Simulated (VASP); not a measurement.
Input of a VASP 6.6.1 run:

INCAR

```
SYSTEM = H
  ALGO = Normal
  EDIFF = 1E-6
  ENCUT = 520
  GGA = PS
  ISIF = 2
  ISMEAR = 0
  LASPH = .TRUE.
  LCHARG = .TRUE.
  LELF = .TRUE.
  LREAL = .FALSE.
  LVHAR = .TRUE.
  LWAVE = .FALSE.
  NBANDS = 8
  NELM = 80
  PREC = Accurate
  SIGMA = 0.02
```

KPOINTS

```
k-points
0
G
  10 10 10
  0 0 0
```

The input POSCAR:

```
H
1.0
   -1.6881514011      1.6881514011      1.9926028223
    1.6881514011     -1.6881514011      1.9926028223
    1.6881514011      1.6881514011     -1.9926028223
H
2
Direct
    0.8491376947      0.8491376947      0.0000000000
    0.1508623053      0.1508623053      0.0000000000
```

Potentials or basis: VASP PAW PBE potentials, release 64 (H).

Launch:

```bash
$ cat potpaw_PBE.64/H/POTCAR > POTCAR
$ mpirun -np 1 vasp_std > vasp.out
```

(1) Predict the pressure.

(2) Predict the largest force.

Answers

(1) -12.9 GPa.

(2) 4.330 eV/Å.

Caveat: the cell differs from its parent crystal (strained); the PAW data sets were made with another functional, which shifts forces and pressure a little.
